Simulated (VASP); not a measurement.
**PbS: single point with PBE**

PbS:

```
Pb S
1.0
     4.99709    0.00000    0.00000
    -2.49854    4.32761    0.00000
     0.00000    0.00000    5.99707
Pb S
2 2
Direct
  0.33333 0.66667 0.25000
  0.66667 0.33333 0.75000
  0.66667 0.33333 0.25000
  0.33333 0.66667 0.75000
```

```json
{"Program": "VASP 6.6.1", "Task": "single point", "Functional": "PBE", "Potentials or basis": "VASP PAW PBE potentials, release 64 (Pb_d, S)", "Cutoff": "520 eV", "k mesh": "6 × 6 × 4", "Occupations": "gaussian, width 0.01 eV", "Spin": "no spin polarisation"}
```

```yaml
Pressure: 0.7 GPa
Band_gap_on_the_k_mesh: 1.42 eV
```

Stress tensor (GPa, compression positive):
```
0.68 0.00 0.00
0.00 0.68 0.00
0.00 0.00 0.83
```

Levels at points of the mesh, in eV from the valence-band top:
| k point | band 17 | band 18 | band 19 | band 20 | band 21 | band 22 | band 23 | band 24 |
| --- | --- | --- | --- | --- | --- | --- | --- | --- |
| (0.00, 0.00, 0.00) | -3.02 | -1.89 | -1.87 | -1.87 | 2.03 | 2.03 | 3.37 | 3.37 |
| (0.50, 0.00, 0.00) | -2.85 | -2.25 | -2.08 | -0.72 | 2.99 | 3.10 | 4.19 | 4.44 |
| (0.00, 0.00, 0.50) | -2.45 | -2.45 | -1.30 | -1.30 | 2.33 | 2.33 | 2.33 | 2.33 |
| (0.50, 0.00, 0.50) | -1.87 | -1.87 | -0.63 | -0.63 | 1.62 | 1.62 | 3.10 | 3.10 |

Wall time 40 s on 1 thread of Intel(R) Xeon(R) 6975P-C (Granite Rapids), with other jobs on the host, peak memory 0.28 GiB.

Caveat: spin-orbit coupling is left out, which moves the levels of the heavy elements. A k mesh can miss the band edges.
